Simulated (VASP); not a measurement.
# HfB (P4/mmm) in VASP: further runs

The runs below take HfB through single point, relaxation of cell and atoms, with PBE.

Everything below comes from runs of VASP 6.6.1. Logs are shortened: lines on timing, memory, paths and dates and some standing lists are left out, and cuts for length are marked.

## 1. The cell of the first run

The structure is tetragonal, space group P4/mmm (No. 123). The conventional cell has a = 2.835 Å, b = 2.835 Å, c = 3.284 Å, α = 90.00°, β = 90.00°, γ = 90.00°. Within 3.4 Å of Hf (site symmetry 4/mmm) lie 8 B at 2.59 Å and 6 Hf at 2.83 to 3.28 Å. Within 3.4 Å of B (site symmetry 4/mmm) lie 8 Hf at 2.59 Å and 6 B at 2.83 to 3.28 Å.

## 2. Single point, PBE

File INCAR:

```
  PREC = Accurate
  ENCUT = 520
  EDIFF = 1E-7
  ISMEAR = -1
  SIGMA = 0.1
  LREAL = False
  LASPH = True
  NELM = 60
  ALGO = Normal
  ISIF = 2
  LWAVE = False
  LCHARG = True
  GGA = PE
  LELF = True
  LVHAR = True
  NBANDS = 14
```

File KPOINTS:

```
regular mesh
0
Gamma
  7 7 6
```

File POSCAR:

```
HfB
1.0
    2.8348894713      0.0000000000      0.0000000000
    0.0000000000      2.8348894713      0.0000000000
    0.0000000000      0.0000000000      3.2841327835
Hf B
1 1
Direct
    0.0000000000      0.0000000000      0.0000000000
    0.5000000000      0.5000000000      0.5000000000
```

Potentials or basis: VASP PAW PBE potentials, release 64 (Hf_pv, B).

Started as:

```console
cat potpaw_PBE.64/Hf_pv/POTCAR potpaw_PBE.64/B/POTCAR > POTCAR
mpirun -np 1 vasp_std > vasp.out
```

OUTCAR:

```text
PREC = Accurate
   ENCUT = 520
   EDIFF = 1E-7
   ISMEAR = -1
   LREAL = False
   LASPH = True
   NELM = 60
   ISIF = 2
   GGA = PE

 ion  position               nearest neighbor table
   1  0.000  0.000  0.000-   2 2.59   2 2.59   2 2.59   2 2.59   2 2.59   2 2.59   2 2.59   2 2.59

   2  0.500  0.500  0.500-   1 2.59   1 2.59   1 2.59   1 2.59   1 2.59   1 2.59   1 2.59   1 2.59

  LATTYP: Found a simple tetragonal cell.
 ALAT       =     2.8348894713
 C/A-ratio  =     1.1584694277

  Lattice vectors:

 A1 = (   2.8348894713,   0.0000000000,   0.0000000000)
 A2 = (   0.0000000000,   2.8348894713,   0.0000000000)
 A3 = (   0.0000000000,   0.0000000000,   3.2841327835)

Analysis of symmetry for initial positions (statically):
=====================================================================
 Subroutine PRICEL returns:
 Original cell was already a primitive cell.

 Routine SETGRP: Setting up the symmetry group for a
 simple tetragonal supercell.

 Subroutine GETGRP returns: Found 16 space group operations
 (whereof 16 operations were pure point group operations)
 out of a pool of 16 trial point group operations.

The static configuration has the point symmetry D_4h.

Analysis of symmetry for dynamics (positions and initial velocities):
=====================================================================
 Subroutine PRICEL returns:
 Original cell was already a primitive cell.

 Routine SETGRP: Setting up the symmetry group for a
 simple tetragonal supercell.

 Subroutine GETGRP returns: Found 16 space group operations
 (whereof 16 operations were pure point group operations)
 out of a pool of 16 trial point group operations.

The dynamic configuration has the point symmetry D_4h.

 Subroutine INISYM returns: Found 16 space group operations
 (whereof 16 operations are pure point group operations),
 and found     1 'primitive' translations

----------------------------------------------------------------------------------------

                                     Primitive cell

  volume of cell :      26.3933

  direct lattice vectors                    reciprocal lattice vectors
     2.834889471  0.000000000  0.000000000     0.352747439  0.000000000  0.000000000
     0.000000000  2.834889471  0.000000000     0.000000000  0.352747439  0.000000000
     0.000000000  0.000000000  3.284132784     0.000000000  0.000000000  0.304494387

  length of vectors
     2.834889471  2.834889471  3.284132784     0.352747439  0.352747439  0.304494387

  position of ions in fractional coordinates (direct lattice)
     0.000000000  0.000000000  0.000000000
     0.500000000  0.500000000  0.500000000

  ion indices of the primitive-cell ions
   primitive index   ion index
                 1           1
                 2           2

----------------------------------------------------------------------------------------

 KPOINTS: regular mesh

Automatic generation of k-mesh.
 Grid dimensions read from file:
 generate k-points for:    7    7    6

 Generating k-lattice:

  Cartesian coordinates                     Fractional coordinates (reciprocal lattice)
     0.050392491  0.000000000  0.000000000     0.142857143  0.000000000  0.000000000
     0.000000000  0.050392491  0.000000000     0.000000000  0.142857143  0.000000000
     0.000000000  0.000000000  0.050749065     0.000000000  0.000000000  0.166666667

  Length of vectors
     0.050392491  0.050392491  0.050749065

  Shift w.r.t. Gamma in fractional coordinates (k-lattice)
     0.000000000  0.000000000  0.000000000

 Subroutine IBZKPT returns following result:
 ===========================================

 Found     40 irreducible k-points:

 Following reciprocal coordinates:
            Coordinates               Weight
  0.000000  0.000000  0.000000      1.000000
  0.142857  0.000000  0.000000      4.000000
  0.285714  0.000000  0.000000      4.000000
  0.428571  0.000000  0.000000      4.000000
  0.142857  0.142857  0.000000      4.000000
  0.285714  0.142857  0.000000      8.000000
[... 16 lines left out ...]
  0.285714  0.000000  0.333333      8.000000
  0.428571  0.000000  0.333333      8.000000
 [... further k-points ...]
   k-points           NKPTS =     40   k-points in BZ     NKDIM =     40   number of bands    NBANDS=     14
   number of dos      NEDOS =    301   number of ions     NIONS =      2
   total plane-waves  NPLWV =  13824
   dimension x,y,z NGX =    24 NGY =   24 NGZ =   24
   dimension x,y,z NGXF=    48 NGYF=   48 NGZF=   48
   ions per type =               1   1
   NGX,Y,Z   is equivalent  to a cutoff of  14.07, 14.07, 12.15 a.u.
   NGXF,Y,Z  is equivalent  to a cutoff of  28.15, 28.15, 24.30 a.u.
 SYSTEM =  unknown system
   PREC   = accura    normal or accurate (medium, high low for compatibility)
   ISTART =      0    job   : 0-new  1-cont  2-samecut
   ICHARG =      2    charge: 1-file 2-atom 10-const
   ISPIN  =      1    spin polarized calculation?
   LNONCOLLINEAR =      F non collinear calculations
   LSORBIT =      F    spin-orbit coupling
   LASPH  =      T    aspherical Exc in radial PAW
   ENCUT  =  520.0 eV  38.22 Ry    6.18 a.u.   5.27  5.27  6.11*2*pi/ulx,y,z
   NELM   =     60;   NELMIN=  2; NELMDL= -5     # of ELM steps
   EDIFF  = 0.1E-06   stopping-criterion for ELM
   LREAL  =      F    real-space projection
   EDIFFG = 0.1E-05   stopping-criterion for IOM
   NSW    =      0    number of steps for IOM
   IBRION =     -1    ionic relax: 0-MD 1-quasi-New 2-CG
   NFREE  =      0    steps in history (QN), initial steepest desc. (CG)
   ISIF   =      2    stress and relaxation
   ISYM   =      2    0-nonsym 1-usesym 2-fastsym
   POTIM  = 0.5000    time-step for ionic-motion
   TEBEG  =    0.0;   TEEND  =   0.0 temperature during run
   PSTRESS=    0.0 pullay stress
   NELECT =      13.0000    total number of electrons
   NUPDOWN=      -1.0000    fix difference up-down
   EMIN   =  10.00;   EMAX   =-10.00  energy-range for DOS
   EFERMI =   0.00;   METHOD = LEGACY
   ISMEAR =    -1;   SIGMA  =   0.10  broadening in eV -4-tet -1-fermi 0-gaus
   EFERMI_NEDOS =   21; number of points for ismear=-14 and -15
   IALGO  =     38    algorithm
   IMIX   =      4    mixing-type and parameters
     AMIX     =   0.40;   BMIX     =  1.00
     AMIX_MAG =   1.60;   BMIX_MAG =  1.00
  volume/ion in A,a.u.               =      13.20        89.06
  Fermi-wavevector in a.u.,A,eV,Ry     =   1.292880  2.443189 22.742672  1.671539
  Thomas-Fermi vector in A             =   2.424561
   LORBIT       =      0    0 simple, 1 ext, 2 COOP (PROOUT), +10 PAW based schemes
   GGA     = PE    functional components
[... 5 lines left out ...]
 non-spin polarized calculation
  energy-cutoff  :      520.00
  volume of cell :       26.39
 maximum number of plane-waves:       732
 NGX is ok and might be reduce to    24
   NGX = 11   NGY = 11   NGZ = 13

 number of electron      13.0000000 magnetization

 Free energy of the ion-electron system (eV)
  ---------------------------------------------------
  ext. energy  EPLUGINS =         0.00000000
  ---------------------------------------------------
  free energy    TOTEN  =       -16.43533331 eV

  energy without entropy =      -16.38816348  energy(sigma->0) =      -16.41174839

 E-fermi :   6.1828     XC(G=0): -12.0571

 val. band max:        6.0970085245   @ k =   0.2857   0.0000   0.5000
 cond. band min:       6.1855870729   @ k =   0.2857   0.0000   0.3333
 fundamental gap:      0.0885785485
 Fermi energy:         6.1828378576

 k-point     1 :       0.0000    0.0000    0.0000
  band No.  band energies     occupation
      1     -24.0739      2.00000
      2     -23.6011      2.00000
      3     -23.6011      2.00000
      4      -4.6852      2.00000
      5       4.0264      2.00000
      6       4.3083      2.00000
      7       7.0055      0.00053
      8       9.5314      0.00000
      9       9.5314      0.00000
     10      11.4511      0.00000
     11      11.4511      0.00000
     12      12.9702      0.00000
     13      15.8051      0.00000
     14      19.5720      0.00000

 k-point     2 :       0.1429    0.0000    0.0000
  band No.  band energies     occupation
      1     -24.0471      2.00000
      2     -23.8492      2.00000
      3     -23.5794      2.00000
      4      -4.2142      2.00000
      5       4.3252      2.00000
      6       4.4156      2.00000
      7       6.2841      0.53284
      8       8.9644      0.00000
      9       8.9798      0.00000
     10      11.5818      0.00000
     11      12.0902      0.00000
     12      13.2432      0.00000
     13      16.3175      0.00000
     14      19.5710      0.00000

 k-point     3 :       0.2857    0.0000    0.0000
  band No.  band energies     occupation
      1     -24.3742      2.00000
      2     -23.9862      2.00000
      3     -23.5301      2.00000
      4      -2.9583      2.00000
      5       3.2857      2.00000
      6       4.9427      1.99999
      7       5.0411      1.99998
      8       7.9143      0.00000
      9      10.1692      0.00000
     10      11.8944      0.00000
     11      13.4737      0.00000
     12      13.9654      0.00000
     13      16.6230      0.00000
     14      17.9629      0.00000
[... 324 lines left out ...]
 k-point    23 :       0.2857    0.0000    0.3333
  band No.  band energies     occupation
      1     -24.3390      2.00000
      2     -24.2497      2.00000
      3     -23.5108      2.00000
      4      -1.8019      2.00000
      5       2.0997      2.00000
      6       4.2621      2.00000
      7       6.1856      0.98625
      8       8.1352      0.00000
      9      10.4294      0.00000
     10      11.0445      0.00000
     11      13.3505      0.00000
     12      14.0455      0.00000
     13      16.3313      0.00000
     14      19.5642      0.00000

 k-point    24 :       0.4286    0.0000    0.3333
  band No.  band energies     occupation
      1     -24.7249      2.00000
      2     -24.1897      2.00000
      3     -23.4722      2.00000
      4      -1.2326      2.00000
      5       2.0713      2.00000
      6       4.2504      2.00000
      7       5.7254      1.97959
      8       8.3332      0.00000
      9      10.4294      0.00000
     10      12.3072      0.00000
     11      12.5083      0.00000
     12      13.7824      0.00000
     13      16.4400      0.00000
     14      19.5804      0.00000

 [... further k-points ...]

------------------------ aborting loop because EDIFF is reached ----------------------------------------

  FORCE on cell =-STRESS in cart. coord.  units (eV):
  Direction    XX          YY          ZZ          XY          YZ          ZX
  --------------------------------------------------------------------------------------
  -------------------------------------------------------------------------------------
  Total        0.2536492      0.2536492      0.3576005      0.0000000      0.0000000      0.0000000
  in kB       15.3975307     15.3975307     21.7077937      0.0000000      0.0000000      0.0000000
  external PRESSURE =      17.5009517 kB  Pullay stress =       0.0000000 kB

 VOLUME and BASIS-vectors are now :
 -----------------------------------------------------------------------------
  energy-cutoff  :      520.00
  volume of cell :       26.39
      direct lattice vectors                 reciprocal lattice vectors
     2.834889471  0.000000000  0.000000000     0.352747439  0.000000000  0.000000000
     0.000000000  2.834889471  0.000000000     0.000000000  0.352747439  0.000000000
     0.000000000  0.000000000  3.284132784     0.000000000  0.000000000  0.304494387

 POSITION                                       TOTAL-FORCE (eV/Angst)
 -----------------------------------------------------------------------------------
      0.00000      0.00000      0.00000         0.000000      0.000000      0.000000
      1.41744      1.41744      1.64207         0.000000      0.000000      0.000000
 -----------------------------------------------------------------------------------
    total drift:                                0.000000      0.000000      0.000000

  FREE ENERGIE OF THE ION-ELECTRON SYSTEM (eV)
  ---------------------------------------------------
  free  energy   TOTEN  =       -16.4353333123 eV

  energy  without entropy=      -16.3881634766  energy(sigma->0) =      -16.41174839
```

Run time: 6.9 s. Hardware: 1 thread of Intel Xeon Platinum 8488C (Sapphire Rapids), shared host; peak memory 0.14 GiB.

Results:

| Item | Value |
| --- | --- |
| Free energy | -16.4353 eV |
| Pressure | 1.8 GPa |

Caveat: spin-orbit coupling is left out, which moves the levels of the heavy elements.

## 3. Single point, PBE

This run uses another cell than the first one, of 13.40 Å³/atom, 1.015 times its volume.

File INCAR:

```
PREC = Accurate
ENCUT = 520
EDIFF = 1E-6
ISMEAR = -1
SIGMA = 0.1
LREAL = False
LASPH = True
NELM = 100
ALGO = Normal
ISIF = 2
LWAVE = False
LCHARG = False
GGA = PE
NBANDS = 14
```

File KPOINTS:

```
Automatic mesh
0
Gamma
  7 7 6
```

File POSCAR:

```
HfB
1.0
    2.8492073377      0.0000000000      0.0000000000
    0.0000000000      2.8492073377      0.0000000000
    0.0000000000      0.0000000000      3.3007195940
Hf B
1 1
Direct
    0.0000000000      0.0000000000      0.0000000000
    0.5000000000      0.5000000000      0.5000000000
```

Potentials or basis: VASP PAW PBE potentials, release 64 (Hf_pv, B).

Started as:

```console
cat potpaw_PBE.64/Hf_pv/POTCAR potpaw_PBE.64/B/POTCAR > POTCAR
mpirun -np 1 vasp_std > vasp.out
```

Wall time 7 s (1 thread of Intel Xeon Platinum 8488C (Sapphire Rapids), shared host); peak memory 0.14 GiB.

The run converged. Its results:

| Property | Result |
| --- | --- |
| Free energy | -16.4366 eV |
| Pressure | -0.8 GPa |

Stress tensor (GPa, compression positive):
```
-0.99  0.00  0.00
 0.00 -0.99  0.00
 0.00  0.00 -0.47
```

Levels at points of the mesh, in eV from the Fermi level:
| k point | band 3 | band 4 | band 5 | band 6 | band 7 | band 8 | band 9 | band 10 | band 11 | band 12 |
| --- | --- | --- | --- | --- | --- | --- | --- | --- | --- | --- |
| (0.00, 0.00, 0.00) | -29.84 | -10.78 | -2.11 | -1.83 | 0.80 | 3.31 | 3.31 | 5.19 | 5.19 | 6.68 |
| (0.00, 0.00, 0.50) | -29.81 | -7.47 | -6.63 | -1.23 | 0.67 | 0.67 | 4.44 | 6.90 | 9.73 | 9.73 |

Caveat: spin-orbit coupling is left out, which moves the levels of the heavy elements.

## 4. Single point, PBE

This run uses another cell than the first one, of 13.60 Å³/atom, 1.030 times its volume.

File INCAR:

```
ALGO = Normal
EDIFF = 1E-7
ENCUT = 520
GGA = PE
ISIF = 2
ISMEAR = -1
LASPH = T
LCHARG = F
LREAL = F
LWAVE = F
NBANDS = 14
NELM = 100
PREC = Accurate
SIGMA = 0.1
```

File KPOINTS:

```
k-points
0
Gamma
  7 7 6
```

File POSCAR:

```
HfB
1.0
    2.8633827320      0.0000000000      0.0000000000
    0.0000000000      2.8633827320      0.0000000000
    0.0000000000      0.0000000000      3.3171413549
Hf B
1 1
Direct
    0.0000000000      0.0000000000      0.0000000000
    0.5000000000      0.5000000000      0.5000000000
```

Started as:

```console
cat potpaw_PBE.64/Hf_pv/POTCAR potpaw_PBE.64/B/POTCAR > POTCAR
mpirun -np 1 vasp_std > vasp.out
```

It took 7.7 s on 1 thread of Intel Xeon Platinum 8488C (Sapphire Rapids), shared host; peak memory 0.15 GiB.

Results (log left out):

```
Free energy : -16.4317 eV
Pressure    : -3.2 GPa
```

Stress tensor (GPa, compression positive):
```
-3.32  0.00  0.00
 0.00 -3.32  0.00
 0.00  0.00 -2.91
```

Levels at points of the mesh, in eV from the Fermi level:
```
           k point  band 3  band 4  band 5  band 6  band 7  band 8  band 9  band 10  band 11  band 12
(0.00, 0.00, 0.00)  -29.89  -10.70   -2.06   -1.79    0.79    3.27    3.27     5.11     5.11     6.57
(0.00, 0.00, 0.50)  -29.87   -7.45   -6.58   -1.20    0.67    0.67    4.38     6.79     9.59     9.59
```

Caveat: spin-orbit coupling is left out, which moves the levels of the heavy elements.

(Continued in part 2 of 2.)
